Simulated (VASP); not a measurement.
# La2O3 (P-62m) in VASP: notebook

Runs on La2O3. Level: LDA. Tasks: single point.

Program: VASP 6.6.1. These are calculated values, not measurements. Logs are shortened: lines on timing, memory, paths and dates and some standing lists are left out, and cuts for length are marked.

**1. The cell of the first run**

The structure is hexagonal, space group P-62m (No. 189). Conventional cell: a = 6.161 Å, b = 6.161 Å, c = 3.244 Å, α = 90.00°, β = 90.00°, γ = 120.00°. La (site symmetry -6) has 6 O at 2.41 Å and 2 La at 3.24 Å within 3.3 Å. Within 3.3 Å of O (site symmetry m2m) lie 4 La at 2.41 Å and 6 O at 3.08 to 3.24 Å.

**2. Single point, LDA**

INCAR

```
PREC     = Accurate       # precision mode
ENCUT    = 520            # plane-wave cutoff, eV
EDIFF    = 1E-7           # SCF threshold, eV
ISMEAR   = 0              # smearing method
SIGMA    = 0.01           # smearing width, eV
LREAL    = F              # projectors in reciprocal space
LASPH    = T              # aspherical terms in the spheres
NELM     = 80             # most SCF steps
ALGO     = Normal         # electronic algorithm
ISIF     = 2              # what is computed and relaxed
LWAVE    = F              # write WAVECAR
LCHARG   = F              # write CHGCAR
GGA      = CA             # functional
NBANDS   = 28             # bands
```

KPOINTS

```
regular mesh
0
Gamma
  6 6 6
```

POSCAR

```
La2O3
1.0
    6.1605428663      0.0000000000      0.0000000000
   -3.0802714332      5.3351869380      0.0000000000
    0.0000000000      0.0000000000      3.2438269561
La O
2 3
Direct
    0.3333333333      0.6666666667      0.5000000000
    0.6666666667      0.3333333333      0.5000000000
    0.4919860000      0.4919860000      0.0000000000
    0.0000000000      0.5080140000      0.0000000000
    0.5080140000      0.0000000000      0.0000000000
```

Potentials or basis: VASP PAW LDA potentials, release 64 (La, O).

Run with:

```bash
> cat potpaw_LDA.64/La/POTCAR potpaw_LDA.64/O/POTCAR > POTCAR
> mpirun -np 1 vasp_std > vasp.out
```

OUTCAR:

```text
PREC = Accurate
   ENCUT = 520
   EDIFF = 1E-7
   ISMEAR = 0
   LREAL = F
   LASPH = T
   NELM = 80
   ISIF = 2
   GGA = CA

 ion  position               nearest neighbor table
   1  0.333  0.667  0.500-   4 2.41   4 2.41   3 2.41   3 2.41   5 2.41   5 2.41   2 3.56   2 3.56
                             2 3.56
   2  0.667  0.333  0.500-   3 2.41   3 2.41   4 2.41   4 2.41   5 2.41   5 2.41   1 3.56   1 3.56
                             1 3.56
   3  0.492  0.492  0.000-   2 2.41   2 2.41   1 2.41   1 2.41
   4  0.000  0.508  0.000-   1 2.41   1 2.41   2 2.41   2 2.41
   5  0.508  0.000  0.000-   2 2.41   2 2.41   1 2.41   1 2.41

  LATTYP: Found a hexagonal cell.
 ALAT       =     6.1605428663
 C/A-ratio  =     0.5265488816

  Lattice vectors:

 A1 = (   6.1605428663,   0.0000000000,   0.0000000000)
 A2 = (  -3.0802714332,   5.3351869380,   0.0000000000)
 A3 = (   0.0000000000,   0.0000000000,   3.2438269561)

Analysis of symmetry for initial positions (statically):
=====================================================================
 Subroutine PRICEL returns:
 Original cell was already a primitive cell.

 Routine SETGRP: Setting up the symmetry group for a
 hexagonal supercell.

 Subroutine GETGRP returns: Found 12 space group operations
 (whereof 12 operations were pure point group operations)
 out of a pool of 24 trial point group operations.

The static configuration has the point symmetry D_3h.

Analysis of symmetry for dynamics (positions and initial velocities):
=====================================================================
 Subroutine PRICEL returns:
 Original cell was already a primitive cell.

 Routine SETGRP: Setting up the symmetry group for a
 hexagonal supercell.

 Subroutine GETGRP returns: Found 12 space group operations
 (whereof 12 operations were pure point group operations)
 out of a pool of 24 trial point group operations.

The dynamic configuration has the point symmetry D_3h.

 Subroutine INISYM returns: Found 12 space group operations
 (whereof 12 operations are pure point group operations),
 and found     1 'primitive' translations

----------------------------------------------------------------------------------------

                                     Primitive cell

  volume of cell :     106.6170

  direct lattice vectors                    reciprocal lattice vectors
     6.160542866  0.000000000  0.000000000     0.162323357  0.093717428  0.000000000
    -3.080271433  5.335186938  0.000000000     0.000000000  0.187434857  0.000000000
[... 94 lines left out ...]
   NSW    =      0    number of steps for IOM
   IBRION =     -1    ionic relax: 0-MD 1-quasi-New 2-CG
   NFREE  =      0    steps in history (QN), initial steepest desc. (CG)
   ISIF   =      2    stress and relaxation
   ISYM   =      2    0-nonsym 1-usesym 2-fastsym
   POTIM  = 0.5000    time-step for ionic-motion
   TEBEG  =    0.0;   TEEND  =   0.0 temperature during run
   PSTRESS=    0.0 pullay stress
   NELECT =      40.0000    total number of electrons
   NUPDOWN=      -1.0000    fix difference up-down
   EMIN   =  10.00;   EMAX   =-10.00  energy-range for DOS
   EFERMI =   0.00;   METHOD = LEGACY
   ISMEAR =     0;   SIGMA  =   0.01  broadening in eV -4-tet -1-fermi 0-gaus
   EFERMI_NEDOS =   21; number of points for ismear=-14 and -15
   IALGO  =     38    algorithm
   IMIX   =      4    mixing-type and parameters
     AMIX     =   0.40;   BMIX     =  1.00
     AMIX_MAG =   1.60;   BMIX_MAG =  1.00
  volume/ion in A,a.u.               =      21.32       143.90
  Fermi-wavevector in a.u.,A,eV,Ry     =   1.180736  2.231267 18.968385  1.394137
  Thomas-Fermi vector in A             =   2.317023
   LORBIT       =      0    0 simple, 1 ext, 2 COOP (PROOUT), +10 PAW based schemes
   GGA     = CA    functional components
   LHFCALC =     F    Hartree Fock is set to
   AEXX    =    0.0000 exact exchange contribution
   IVDW    =     0    specifies the selected vdW correction
   LEPSILON=     F    determine dielectric tensor
   LRPA    =     F    only Hartree local field effects (RPA)
 non-spin polarized calculation
 Gauss-broadening in eV      SIGMA  =   0.01
  energy-cutoff  :      520.00
  volume of cell :      106.62
 maximum number of plane-waves:      2928
 NGX is ok and might be reduce to    48
   NGX = 23   NGY = 23   NGZ = 13

 number of electron      39.9999990 magnetization

 Free energy of the ion-electron system (eV)
  ---------------------------------------------------
  ext. energy  EPLUGINS =         0.00000000
  ---------------------------------------------------
  free energy    TOTEN  =       -44.41411989 eV

  energy without entropy =      -44.41411989  energy(sigma->0) =      -44.41411989

 E-fermi :   3.8156     XC(G=0):  -9.0327

 val. band max:        3.7124758506   @ k =   0.0000   0.0000   0.5000
 cond. band min:       4.8010641731   @ k =   0.0000   0.0000   0.0000
 fundamental gap:      1.0885883225
 Fermi energy:         3.8155939387

 k-point     1 :       0.0000    0.0000    0.0000
  band No.  band energies     occupation
      1     -26.7437      2.00000
      2     -26.4535      2.00000
      3     -14.0363      2.00000
      4     -14.0363      2.00000
      5     -12.1258      2.00000
      6     -10.2965      2.00000
[... 733 lines left out ...]
     27       8.2075      0.00000
     28       8.3163      0.00000

 [... further k-points ...]

------------------------ aborting loop because EDIFF is reached ----------------------------------------

  FORCE on cell =-STRESS in cart. coord.  units (eV):
  Direction    XX          YY          ZZ          XY          YZ          ZX
  --------------------------------------------------------------------------------------
  -------------------------------------------------------------------------------------
  Total        1.8118152      1.8118154      0.5671753     -0.0000000      0.0000000      0.0000000
  in kB       27.2268991     27.2269024      8.5231784     -0.0000000      0.0000000      0.0000000
  external PRESSURE =      20.9923266 kB  Pullay stress =       0.0000000 kB

 VOLUME and BASIS-vectors are now :
 -----------------------------------------------------------------------------
  energy-cutoff  :      520.00
  volume of cell :      106.62
      direct lattice vectors                 reciprocal lattice vectors
     6.160542866  0.000000000  0.000000000     0.162323357  0.093717428  0.000000000
    -3.080271433  5.335186938  0.000000000     0.000000000  0.187434857  0.000000000
     0.000000000  0.000000000  3.243826956     0.000000000  0.000000000  0.308277850

 POSITION                                       TOTAL-FORCE (eV/Angst)
 -----------------------------------------------------------------------------------
     -0.00000      3.55679      1.62191         0.000000     -0.000000      0.000000
      3.08027      1.77840      1.62191        -0.000000     -0.000000      0.000000
      1.51545      2.62484      0.00000         0.022942      0.039737      0.000000
     -1.56482      2.71035      0.00000         0.022942     -0.039737     -0.000000
      3.12964      0.00000      0.00000        -0.045884      0.000000     -0.000000
 -----------------------------------------------------------------------------------
    total drift:                               -0.000000      0.000001     -0.000000

  FREE ENERGIE OF THE ION-ELECTRON SYSTEM (eV)
  ---------------------------------------------------
  free  energy   TOTEN  =       -44.4141198878 eV

  energy  without entropy=      -44.4141198878  energy(sigma->0) =      -44.41411989
```

Run time: 2.5 min. Hardware: 1 thread of Intel Xeon 8259CL, shared host; peak memory 0.24 GiB.

What came out:

| Item | Value |
| --- | --- |
| Free energy | -44.4141 eV |
| Pressure | 2.1 GPa |
| Largest force | 0.046 eV/Å |
| Band gap on the k mesh | 1.09 eV (least direct gap 1.77 eV) |

Forces on the atoms (eV/Å):
```
La   0.000  0.000  0.000
La   0.000  0.000  0.000
O    0.023  0.040  0.000
O    0.023 -0.040  0.000
O   -0.046  0.000  0.000
```

Levels at points of the mesh, in eV from the valence-band top:
```
           k point  band 16  band 17  band 18  band 19  band 20  band 21  band 22  band 23  band 24  band 25
(0.00, 0.00, 0.00)    -2.37    -1.26    -1.26    -1.06    -0.69     1.09     3.15     3.79     3.79     4.69
(0.50, 0.00, 0.00)    -2.07    -2.06    -1.55    -1.41    -1.21     2.36     3.21     4.10     4.15     4.17
(0.00, 0.00, 0.50)    -1.68    -1.57    -1.57    -0.63     0.00     4.05     4.16     4.17     4.17     4.22
(0.50, 0.00, 0.50)    -2.09    -1.83    -1.80    -1.02    -0.79     4.02     4.25     4.25     4.31     4.40
```

Caveat: spin-orbit coupling is left out, which moves the levels of the heavy elements. A k mesh can miss the band edges.

**3. Single point, LDA**

This run uses another cell than the first one, of 22.00 Å³/atom.

INCAR

```
PREC = Accurate
ENCUT = 520
EDIFF = 1E-6
ISMEAR = 0
SIGMA = 0.01
LREAL = False
LASPH = True
NELM = 60
ALGO = Normal
ISIF = 2
LWAVE = False
LCHARG = False
GGA = CA
NBANDS = 28
```

KPOINTS

```
Automatic mesh
0
Gamma
  6 6 6
```

POSCAR: that of step 2 with these lines changed.

```diff
@@ -2,5 +2,5 @@
 1.0
-    6.1605428663      0.0000000000      0.0000000000
-   -3.0802714332      5.3351869380      0.0000000000
-    0.0000000000      0.0000000000      3.2438269561
+    6.2247198065      0.0000000000      0.0000000000
+   -3.1123599033      5.3907658018      0.0000000000
+    0.0000000000      0.0000000000      3.2776192522
 La O
```

Potentials or basis: VASP PAW LDA potentials, release 64 (La, O).

Run with:

```bash
> cat potpaw_LDA.64/La/POTCAR potpaw_LDA.64/O/POTCAR > POTCAR
> mpirun -np 1 vasp_std > vasp.out
```

It took 2.2 min on 1 thread of Intel Xeon 8259CL, shared host; peak memory 0.24 GiB.

Results (log left out):

- Free energy: -44.4237 eV
- Pressure: -1.3 GPa
- Largest force: 0.063 eV/Å
- Band gap on the k mesh: 1.27 eV (least direct gap 1.86 eV)

Forces on the atoms (eV/Å):
```
La   0.000  0.000  0.000
La   0.000  0.000  0.000
O    0.032  0.055  0.000
O    0.032 -0.055  0.000
O   -0.063  0.000  0.000
```

Stress tensor (GPa, compression positive):
```
-0.08  0.00  0.00
 0.00 -0.08  0.00
 0.00  0.00 -3.71
```

Levels at points of the mesh, in eV from the valence-band top:
| k point | band 16 | band 17 | band 18 | band 19 | band 20 | band 21 | band 22 | band 23 | band 24 | band 25 |
| --- | --- | --- | --- | --- | --- | --- | --- | --- | --- | --- |
| (0.00, 0.00, 0.00) | -2.13 | -1.12 | -1.12 | -0.86 | -0.58 | 1.27 | 3.26 | 3.83 | 3.83 | 4.65 |
| (0.50, 0.00, 0.00) | -1.87 | -1.84 | -1.33 | -1.26 | -1.07 | 2.48 | 3.31 | 4.12 | 4.17 | 4.22 |
| (0.00, 0.00, 0.50) | -1.57 | -1.35 | -1.35 | -0.45 | 0.00 | 4.09 | 4.16 | 4.22 | 4.23 | 4.23 |
| (0.50, 0.00, 0.50) | -1.93 | -1.70 | -1.57 | -0.82 | -0.70 | 4.10 | 4.24 | 4.25 | 4.30 | 4.40 |

Caveat: spin-orbit coupling is left out, which moves the levels of the heavy elements.
